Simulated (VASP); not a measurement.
# Mg (P6_3/mmc) in VASP: notebook

Runs on Mg. Level: r2SCAN. Tasks: single point.

All numbers are computed with VASP 6.6.1; they aren't measurements. Logs are shortened: lines on timing, memory, paths and dates and some standing lists are left out, and cuts for length are marked.

### 1 The cell of the first run

The structure is hexagonal, space group P6_3/mmc (No. 194). The conventional cell has a = 3.179 Å, b = 3.179 Å, c = 5.157 Å, α = 90.00°, β = 90.00°, γ = 120.00°. Within 4.2 Å of Mg (site symmetry -6m2) lie 12 Mg at 3.17 to 3.18 Å.

### 2 Single point, r2SCAN

POSCAR reads:

```
Mg
1.0
    3.1792646675      0.0000000000      0.0000000000
   -1.5896323337      2.7533239674      0.0000000000
    0.0000000000      0.0000000000      5.1568903974
Mg
2
Direct
    0.3333333333      0.6666666667      0.2500000000
    0.6666666667      0.3333333333      0.7500000000
```

INCAR.step1 reads:

```
SYSTEM = Mg
PREC = Accurate
ENCUT = 520
ISMEAR = 1
SIGMA = 1.0
LREAL = .False.
LASPH = .True.
NELM = 60
NBANDS = 9
GGA = PE
ALGO = Normal
EDIFF = 1E-4
LWAVE = .True.
LCHARG = .False.
```

INCAR.step2 reads:

```
SYSTEM = Mg
PREC = Accurate
ENCUT = 520
EDIFF = 1E-7
ISMEAR = 1
SIGMA = 1.0
LREAL = .False.
LASPH = .True.
NELM = 60
ALGO = Normal
ISIF = 2
LWAVE = .False.
LCHARG = .True.
METAGGA = R2SCAN
LMIXTAU = .True.
LELF = .True.
LVHAR = .True.
NBANDS = 9
ISTART = 1
```

KPOINTS reads:

```
regular mesh
0
Gamma
  11 11 6
  0 0 0
```

Potentials or basis: VASP PAW PBE potentials, release 64 (Mg).

Started as:

```sh
$ cat potpaw_PBE.64/Mg/POTCAR > POTCAR
$ cp INCAR.step1 INCAR
$ mpirun -np 1 vasp_std > vasp.out
$ cp INCAR.step2 INCAR
$ mpirun -np 1 vasp_std > vasp.out
```

OUTCAR:

```text
SYSTEM = Mg
   PREC = Accurate
   ENCUT = 520
   EDIFF = 1E-7
   ISMEAR = 1
   LREAL = .False.
   LASPH = .True.
   NELM = 60
   ISIF = 2
   METAGGA = R2SCAN
   ISTART = 1

 ion  position               nearest neighbor table
   1  0.333  0.667  0.250-   2 3.17   2 3.17   2 3.17   2 3.17   2 3.17   2 3.17
   2  0.667  0.333  0.750-   1 3.17   1 3.17   1 3.17   1 3.17   1 3.17   1 3.17

  LATTYP: Found a hexagonal cell.
 ALAT       =     3.1792646675
 C/A-ratio  =     1.6220387218

  Lattice vectors:

 A1 = (   3.1792646675,   0.0000000000,   0.0000000000)
 A2 = (  -1.5896323337,   2.7533239674,   0.0000000000)
 A3 = (   0.0000000000,   0.0000000000,   5.1568903974)

Analysis of symmetry for initial positions (statically):
=====================================================================
 Subroutine PRICEL returns:
 Original cell was already a primitive cell.

 Routine SETGRP: Setting up the symmetry group for a
 hexagonal supercell.

 Subroutine GETGRP returns: Found 24 space group operations
 (whereof 12 operations were pure point group operations)
 out of a pool of 24 trial point group operations.

The static configuration has the point symmetry D_3d.
 The point group associated with its full space group is D_6h.

Analysis of symmetry for dynamics (positions and initial velocities):
=====================================================================
 Subroutine PRICEL returns:
 Original cell was already a primitive cell.

 Routine SETGRP: Setting up the symmetry group for a
 hexagonal supercell.

 Subroutine GETGRP returns: Found 24 space group operations
 (whereof 12 operations were pure point group operations)
 out of a pool of 24 trial point group operations.

The dynamic configuration has the point symmetry D_3d.
 The point group associated with its full space group is D_6h.

 Subroutine INISYM returns: Found 24 space group operations
 (whereof 12 operations are pure point group operations),
 and found     1 'primitive' translations

----------------------------------------------------------------------------------------

                                     Primitive cell

  volume of cell :      45.1411

  direct lattice vectors                    reciprocal lattice vectors
     3.179264668  0.000000000  0.000000000     0.314538142  0.181598681  0.000000000
    -1.589632334  2.753323967  0.000000000     0.000000000  0.363197361  0.000000000
     0.000000000  0.000000000  5.156890397     0.000000000  0.000000000  0.193915310

  length of vectors
     3.179264668  3.179264667  5.156890397     0.363197361  0.363197361  0.193915310

  position of ions in fractional coordinates (direct lattice)
     0.333333333  0.666666667  0.250000000
     0.666666667  0.333333333  0.750000000

  ion indices of the primitive-cell ions
   primitive index   ion index
                 1           1
                 2           2

----------------------------------------------------------------------------------------

 KPOINTS: regular mesh

Automatic generation of k-mesh.
 Grid dimensions read from file:
 generate k-points for:   11   11    6

 Generating k-lattice:

  Cartesian coordinates                     Fractional coordinates (reciprocal lattice)
     0.028594377  0.016508971  0.000000000     0.090909091  0.000000000  0.000000000
     0.000000000  0.033017942  0.000000000     0.000000000  0.090909091  0.000000000
     0.000000000  0.000000000  0.032319218     0.000000000  0.000000000  0.166666667

  Length of vectors
     0.033017942  0.033017942  0.032319218

  Shift w.r.t. Gamma in fractional coordinates (k-lattice)
     0.000000000  0.000000000  0.000000000

 Subroutine IBZKPT returns following result:
 ===========================================

 Found     64 irreducible k-points:

 Following reciprocal coordinates:
            Coordinates               Weight
  0.000000  0.000000  0.000000      1.000000
  0.090909 -0.000000  0.000000      6.000000
  0.181818 -0.000000  0.000000      6.000000
  0.272727 -0.000000  0.000000      6.000000
  0.363636 -0.000000  0.000000      6.000000
  0.454545 -0.000000  0.000000      6.000000
[... 16 lines left out ...]
  0.090909  0.090909  0.166667     12.000000
  0.181818  0.090909  0.166667     24.000000
 [... further k-points ...]
   k-points           NKPTS =     64   k-points in BZ     NKDIM =     64   number of bands    NBANDS=      9
   number of dos      NEDOS =    301   number of ions     NIONS =      2
   total plane-waves  NPLWV =  23040
   dimension x,y,z NGX =    24 NGY =   24 NGZ =   40
   dimension x,y,z NGXF=    48 NGYF=   48 NGZF=   80
   ions per type =               2
   NGX,Y,Z   is equivalent  to a cutoff of  12.55, 12.55, 12.90 a.u.
   NGXF,Y,Z  is equivalent  to a cutoff of  25.10, 25.10, 25.79 a.u.
 SYSTEM =  Mg
   PREC   = accura    normal or accurate (medium, high low for compatibility)
   ISTART =      1    job   : 0-new  1-cont  2-samecut
   ICHARG =      0    charge: 1-file 2-atom 10-const
   ISPIN  =      1    spin polarized calculation?
   LNONCOLLINEAR =      F non collinear calculations
   LSORBIT =      F    spin-orbit coupling
   LASPH  =      T    aspherical Exc in radial PAW
   ENCUT  =  520.0 eV  38.22 Ry    6.18 a.u.   5.91  5.91  9.59*2*pi/ulx,y,z
   NELM   =     60;   NELMIN=  2; NELMDL=  0     # of ELM steps
   EDIFF  = 0.1E-06   stopping-criterion for ELM
   LREAL  =      F    real-space projection
   EDIFFG = 0.1E-05   stopping-criterion for IOM
   NSW    =      0    number of steps for IOM
   IBRION =     -1    ionic relax: 0-MD 1-quasi-New 2-CG
   NFREE  =      0    steps in history (QN), initial steepest desc. (CG)
   ISIF   =      2    stress and relaxation
   ISYM   =      2    0-nonsym 1-usesym 2-fastsym
   POTIM  = 0.5000    time-step for ionic-motion
   TEBEG  =    0.0;   TEEND  =   0.0 temperature during run
   PSTRESS=    0.0 pullay stress
   NELECT =       4.0000    total number of electrons
   NUPDOWN=      -1.0000    fix difference up-down
   EMIN   =  10.00;   EMAX   =-10.00  energy-range for DOS
   EFERMI =   0.00;   METHOD = LEGACY
   ISMEAR =     1;   SIGMA  =   1.00  broadening in eV -4-tet -1-fermi 0-gaus
   EFERMI_NEDOS =   21; number of points for ismear=-14 and -15
   IALGO  =     38    algorithm
   IMIX   =      4    mixing-type and parameters
     AMIX     =   0.40;   BMIX     =  1.00
     AMIX_MAG =   1.60;   BMIX_MAG =  1.00
  volume/ion in A,a.u.               =      22.57       152.31
  Fermi-wavevector in a.u.,A,eV,Ry     =   0.729857  1.379229  7.247696  0.532691
  Thomas-Fermi vector in A             =   1.821682
   LORBIT       =      0    0 simple, 1 ext, 2 COOP (PROOUT), +10 PAW based schemes
   METAGGA = R2SCAN    functional components
   LHFCALC =     F    Hartree Fock is set to
   AEXX    =    0.0000 exact exchange contribution
   IVDW    =     0    specifies the selected vdW correction
   LEPSILON=     F    determine dielectric tensor
   LRPA    =     F    only Hartree local field effects (RPA)
 non-spin polarized calculation
 Methfessel and Paxton  Order N= 1 SIGMA  =   1.00
  energy-cutoff  :      520.00
  volume of cell :       45.14
 maximum number of plane-waves:      1232
 NGX is ok and might be reduce to    24
   NGX = 11   NGY = 11   NGZ = 19

 number of electron       4.0000000 magnetization

 Free energy of the ion-electron system (eV)
  ---------------------------------------------------
  ext. energy  EPLUGINS =         0.00000000
  ---------------------------------------------------
  free energy    TOTEN  =        -8.29361049 eV

  energy without entropy =       -8.31441007  energy(sigma->0) =       -8.30054368

 E-fermi :   2.7372     XC(G=0):  -9.0946

 val. band max:        2.6717491893   @ k =   0.1818   0.0909   0.0000
 cond. band min:       2.7479313868   @ k =   0.1818   0.1818   0.0000
 fundamental gap:      0.0761821976
 Fermi energy:         2.7371654742

 k-point     1 :       0.0000    0.0000    0.0000
  band No.  band energies     occupation
      1      -4.7297      2.00000
      2       0.8057      2.01983
      3       1.5484      2.07050
      4      14.5281     -0.00000
      5      14.5281     -0.00000
      6      14.7207     -0.00000
      7      14.7207     -0.00000
      8      15.4451     -0.00000
      9      17.3509     -0.00000

 k-point     2 :       0.0909   -0.0000    0.0000
  band No.  band energies     occupation
      1      -4.5546      2.00000
      2       0.9673      2.03123
      3       1.7146      2.05462
      4      11.8482     -0.00000
      5      13.1685     -0.00000
      6      14.0020     -0.00000
      7      16.2854     -0.00000
      8      16.4471     -0.00000
      9      16.8696     -0.00000

 k-point     3 :       0.1818   -0.0000    0.0000
  band No.  band energies     occupation
      1      -4.0312      2.00000
      2       1.4524      2.06989
      3       2.2030      1.77655
      4       8.9128     -0.00000
      5      11.9992     -0.00000
      6      12.5106     -0.00000
      7      13.9455     -0.00000
      8      15.3503     -0.00000
      9      16.8329     -0.00000

 k-point     4 :       0.2727   -0.0000    0.0000
  band No.  band energies     occupation
      1      -3.1652      2.00000
      2       2.2618      1.71258
      3       2.9548      0.64120
      4       6.2687     -0.00001
      5      10.9093     -0.00000
      6      11.1216     -0.00000
      7      11.2143     -0.00000
      8      13.6863     -0.00000
      9      15.8444     -0.00000

 k-point     5 :       0.3636   -0.0000    0.0000
  band No.  band energies     occupation
      1      -1.9661      2.00000
      2       3.1597      0.35068
      3       3.3965      0.11029
      4       4.7515     -0.01526
      5       8.7781     -0.00000
      6       9.1729     -0.00000
      7      10.5372     -0.00000
      8      12.5730     -0.00000
      9      15.1738     -0.00000

 k-point     6 :       0.4545   -0.0000    0.0000
  band No.  band energies     occupation
      1      -0.4513      2.00006
      2       1.3587      2.06506
      3       4.8529     -0.01081
      4       5.7943     -0.00014
      5       6.6668     -0.00000
      6       7.4400     -0.00000
      7      10.2454     -0.00000
      8      12.0516     -0.00000
      9      14.8362     -0.00000
[... 169 lines left out ...]
 k-point    21 :       0.3636   -0.0000    0.1667
  band No.  band energies     occupation
      1      -1.8034      2.00000
      2       1.9507      1.97298
      3       3.7421     -0.05127
      4       6.0227     -0.00003
      5       7.4448     -0.00000
      6      10.5454     -0.00000
      7      10.6776     -0.00000
      8      12.9359     -0.00000
      9      14.0383     -0.00000

 k-point    22 :       0.4545   -0.0000    0.1667
  band No.  band energies     occupation
      1      -0.2929      2.00016
      2       1.4905      2.07077
      3       3.6179     -0.01583
      4       5.3366     -0.00147
      5       7.3592     -0.00000
      6       8.9121     -0.00000
      7      10.3856     -0.00000
      8      12.2985     -0.00000
      9      13.7353     -0.00000

 k-point    23 :       0.0909    0.0909    0.1667
  band No.  band energies     occupation
      1      -4.0385      2.00000
      2      -0.1291      2.00039
      3       3.7470     -0.05223
      4      10.3832     -0.00000
      5      10.8359     -0.00000
      6      13.8400     -0.00000
      7      14.1435     -0.00000
      8      14.7638     -0.00000
      9      16.2769     -0.00000

 k-point    24 :       0.1818    0.0909    0.1667
  band No.  band energies     occupation
      1      -3.3450      2.00000
      2       0.5323      2.00781
      3       4.3428     -0.04561
      4       7.7856     -0.00000
      5       9.4851     -0.00000
      6      11.4829     -0.00000
      7      13.0706     -0.00000
      8      14.5008     -0.00000
      9      15.1599     -0.00000

 [... further k-points ...]

------------------------ aborting loop because EDIFF is reached ----------------------------------------

  FORCE on cell =-STRESS in cart. coord.  units (eV):
  Direction    XX          YY          ZZ          XY          YZ          ZX
  --------------------------------------------------------------------------------------
  -------------------------------------------------------------------------------------
  Total       -0.0552552     -0.0552552     -0.0983321     -0.0000000      0.0000000      0.0000000
  in kB       -1.9611547     -1.9611547     -3.4900702     -0.0000000      0.0000000      0.0000000
  external PRESSURE =      -2.4707932 kB  Pullay stress =       0.0000000 kB

 VOLUME and BASIS-vectors are now :
 -----------------------------------------------------------------------------
  energy-cutoff  :      520.00
  volume of cell :       45.14
      direct lattice vectors                 reciprocal lattice vectors
     3.179264668  0.000000000  0.000000000     0.314538142  0.181598681  0.000000000
    -1.589632334  2.753323967  0.000000000     0.000000000  0.363197361  0.000000000
     0.000000000  0.000000000  5.156890397     0.000000000  0.000000000  0.193915310

 POSITION                                       TOTAL-FORCE (eV/Angst)
 -----------------------------------------------------------------------------------
     -0.00000      1.83555      1.28922         0.000000     -0.000000      0.000000
      1.58963      0.91777      3.86767        -0.000000      0.000000      0.000000
 -----------------------------------------------------------------------------------
    total drift:                                0.000000     -0.000000      0.000000

  FREE ENERGIE OF THE ION-ELECTRON SYSTEM (eV)
  ---------------------------------------------------
  free  energy   TOTEN  =        -8.2936104932 eV

  energy  without entropy=       -8.3144100667  energy(sigma->0) =       -8.30054368
```

Wall time 1.9 min (1 thread of AMD EPYC 7R13, shared host); peak memory 0.15 GiB.

Results:

```
Free energy            : -8.2936 eV
Pressure               : -0.2 GPa
Band gap on the k mesh : zero (bands 2 and 3 overlap by 2.07 eV)
```

Caveat: so wide a smearing shifts energies and pressures; the PAW data sets were made with another functional, which shifts forces and pressure a little.

### 3 Single point, r2SCAN

POSCAR is that of step 2.

INCAR.step1 reads:

```
SYSTEM = Mg
PREC = Accurate
ENCUT = 520
ISMEAR = 1
SIGMA = 0.01
LREAL = .FALSE.
LASPH = .TRUE.
NELM = 100
NBANDS = 9
GGA = PE
ALGO = Normal
EDIFF = 1E-4
LWAVE = .TRUE.
LCHARG = .FALSE.
```

INCAR.step2 reads:

```
SYSTEM = Mg
PREC = Accurate
ENCUT = 520
EDIFF = 1E-7
ISMEAR = 1
SIGMA = 0.01
LREAL = .FALSE.
LASPH = .TRUE.
NELM = 100
ALGO = Normal
ISIF = 2
LWAVE = .FALSE.
LCHARG = .TRUE.
METAGGA = R2SCAN
LMIXTAU = .TRUE.
LELF = .TRUE.
LVHAR = .TRUE.
NBANDS = 9
ISTART = 1
```

KPOINTS reads:

```
regular mesh
0
G
  11 11 6
  0 0 0
```

Potentials or basis: VASP PAW PBE potentials, release 64 (Mg).

Started as:

```sh
$ cat potpaw_PBE.64/Mg/POTCAR > POTCAR
$ cp INCAR.step1 INCAR
$ mpirun -np 1 vasp_std > vasp.out
$ cp INCAR.step2 INCAR
$ mpirun -np 1 vasp_std > vasp.out
```

It took 1.9 min on 1 thread of AMD EPYC 7R13, shared host; peak memory 0.15 GiB.

It converged, with:

- Free energy: -8.3160 eV
- Pressure: -0.2 GPa
- Band gap on the k mesh: zero (bands 2 and 3 overlap by 2.07 eV)

Levels at points of the mesh, in eV from the Fermi level:
```tsv
k point	band 1	band 2	band 3	band 4	band 5
(0.00, 0.00, 0.00)	-7.41	-1.88	-1.13	11.85	11.85
(0.00, 0.00, 0.50)	-5.91	-5.91	5.51	5.51	12.61
```

Caveat: the PAW data sets were made with another functional, which shifts forces and pressure a little.
